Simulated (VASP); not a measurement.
# BaZrO3: relaxation of cell and atoms with PBE

The system is BaZrO3.

```
CELL_PARAMETERS angstrom
4.19134 0.00000 0.00000
0.00000 4.19134 0.00000
0.00000 0.00000 4.19134
ATOMIC_POSITIONS crystal
Ba 0.00000 0.00000 0.00000
Zr 0.50000 0.50000 0.50000
O 0.50000 0.50000 0.00000
O 0.50000 0.00000 0.50000
O 0.00000 0.50000 0.50000
```

```
Program                : VASP 6.6.1
Task                   : relaxation of cell and atoms
Functional             : PBE
Potentials or basis    : VASP PAW PBE potentials, release 64 (Ba_sv, Zr_sv, O)
Cutoff                 : 600 eV
k mesh                 : 6 × 6 × 6
Occupations            : fermi-dirac, width 0.05 eV
Spin                   : no spin polarisation
Dipole correction      : no
Further INCAR settings : ALGO = Normal; EDIFF = 1e-06; IBRION = 2; EDIFFG = -0.01; NSW = 60; ISIF = 3
```

| Property | Result |
| --- | --- |
| Relaxed volume | 15.19 Å³/atom |
| Relaxed cell | a = 4.235 Å, b = 4.235 Å, c = 4.235 Å, α = 90.00°, β = 90.00°, γ = 90.00° |
| Space group after relaxing (to 0.1 Å) | Pm-3m (No. 221) |
| Energy gained by relaxing | 6.9 meV/atom |
| Ionic steps | 3 |
| Pressure after relaxing | 0.0 GPa |
| Band gap on the k mesh | 3.12 eV (least direct gap 3.38 eV) |

Step by step:
```csv
step,energy change (eV),largest force (eV/Å),pressure (GPa),volume (Å³)
1,0.0000,0.0000,4.94,73.63
2,0.0050,0.0000,-4.70,78.57
3,-0.0347,0.0000,-0.01,75.96
```

Final structure:
```yaml
crystal:
  lattice:
    - [4.23510, 0.00000, 0.00000]
    - [0.00000, 4.23510, 0.00000]
    - [0.00000, 0.00000, 4.23510]
  atoms:
    - { symbol: Ba, position: [0.00000, 0.00000, 0.00000] }
    - { symbol: Zr, position: [0.50000, 0.50000, 0.50000] }
    - { symbol: O, position: [0.50000, 0.50000, 0.00000] }
    - { symbol: O, position: [0.50000, 0.00000, 0.50000] }
    - { symbol: O, position: [0.00000, 0.50000, 0.50000] }
```

Levels at points of the mesh, in eV from the valence-band top:
```csv
k point,band 17,band 18,band 19,band 20,band 21,band 22,band 23,band 24
"(0.00, 0.00, 0.00)",-0.94,-0.26,-0.26,-0.26,3.12,3.12,3.12,4.61
"(0.50, 0.00, 0.00)",-1.69,-1.60,-0.49,-0.49,3.54,5.51,5.51,6.32
"(0.50, 0.50, 0.00)",-0.93,-0.93,-0.86,-0.07,5.48,5.48,6.27,6.31
"(0.50, 0.50, 0.50)",-2.52,0.00,0.00,0.00,5.86,5.86,5.86,6.73
```

Wall time 3.3 min on 1 thread of Intel Xeon 8259CL (shared host), peak memory 0.25 GiB.

Caveat: spin-orbit coupling is left out, which moves the levels of the heavy elements. Zero-point motion and thermal expansion aren't in these numbers.
